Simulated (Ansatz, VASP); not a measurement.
BN: VASP beside Ansatz

The input INCAR:

```
SYSTEM = BN
PREC = Accurate
ENCUT = 520
EDIFF = 1E-6
ISMEAR = -1
SIGMA = 0.02
LREAL = .False.
LASPH = .True.
NELM = 100
ALGO = Normal
ISIF = 2
LWAVE = .False.
LCHARG = .False.
GGA = PE
IBRION = 2
NSW = 80
EDIFFG = -0.02
```

KPOINTS

```
regular mesh
0
Gamma
  14 14 4
  0 0 0
```

The input POSCAR:

```
BN
1.0
    2.5016395345      0.0000000000      0.0000000000
   -1.2508197673      2.1664833880      0.0000000000
    0.0000000000      0.0000000000      7.3693201700
B N
2 2
Direct
    0.6666666667      0.3333333333      0.7500000000
    0.3333333333      0.6666666667      0.2500000000
    0.0000000000      0.0000000000      0.7500000000
    0.0000000000      0.0000000000      0.2500000000
```

Input for Ansatz:

```yaml
crystal:
  lattice:
    - [2.5016395345, 0.0, 0.0]
    - [-1.2508197673, 2.166483388, 0.0]
    - [0.0, 0.0, 7.36932017]
  atoms:
    - { symbol: B, position: [0.6666666667, 0.3333333333, 0.75] }
    - { symbol: B, position: [0.3333333333, 0.6666666667, 0.25] }
    - { symbol: "N", position: [0.0, 0.0, 0.75] }
    - { symbol: "N", position: [0.0, 0.0, 0.25] }
kpoints:
  mp_grid: { grid: [14, 14, 4] }
scf:
  occupations: { method: fermi_dirac, width: 0.02 }
hamiltonian:
  xc: pbe
  pseudopotentials: { kind: paw }
output:
  forces: true
  stress: true
  populations: true
  efg:
    quadrupole_moments_barn: { B: 0.04059, "N": 0.02044 }
    contact_densities: true
  write_density: true
  write_potential: true
  elf: true
  volumetric_format: npy
relax:
  f_tol: 0.02
  max_steps: 60
```

Alike in both runs: task relaxation of the atoms; functional PBE; k mesh 14 × 14 × 4; occupations fermi-dirac, width 0.02 eV; no spin polarisation.

```csv
,VASP,Ansatz
version,VASP 6.6.1,Ansatz 0.2.0
potentials or method,"VASP PAW PBE potentials, release 64 (B, N)","plane-wave PAW, scalar-relativistic"
plane-wave cutoff (eV),520,420
valence electrons in the cell,16,16
```

```tsv
	VASP	Ansatz	Ansatz less VASP
gap on the k mesh at the Fermi level, each at its own relaxed structure (eV)	3.90	3.91	+0.008
```

Ansatz's warnings: stress scf threshold loose.

Noted on VASP's run: the relaxation stopped at its first step, so nothing moved.
